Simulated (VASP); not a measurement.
A run of VASP 6.6.1 is set up as follows.

Contents of INCAR:

```
SYSTEM = Pd
ALGO = Normal
EDIFF = 1E-6
ENCUT = 500
GGA = CA
GGA_COMPAT = .False.
ISIF = 2
ISMEAR = 1
LASPH = .True.
LCHARG = .False.
LREAL = .False.
LWAVE = .False.
NBANDS = 11
NELM = 120
PREC = Accurate
SIGMA = 0.15
```

The input KPOINTS:

```
k-points
0
Gamma
  11 11 11
  0 0 0
```

The input POSCAR:

```
Pd
1.0
    0.0000000000      1.9405000000      1.9405000000
    1.9405000000      0.0000000000      1.9405000000
    1.9405000000      1.9405000000      0.0000000000
Pd
1
Direct
    0.0000000000      0.0000000000      0.0000000000
```

Potentials or basis: VASP PAW LDA potentials, release 64 (Pd).

The run is started by

```console
$ cat potpaw_LDA.64/Pd/POTCAR > POTCAR
$ mpirun -np 1 vasp_std > vasp.out
```

Estimate the band gap on the k mesh.

zero (band 5 reaches 10.00 eV, above the bottom of band 6 at 8.47 eV).

What does it give for the pressure?

-6.1 GPa.
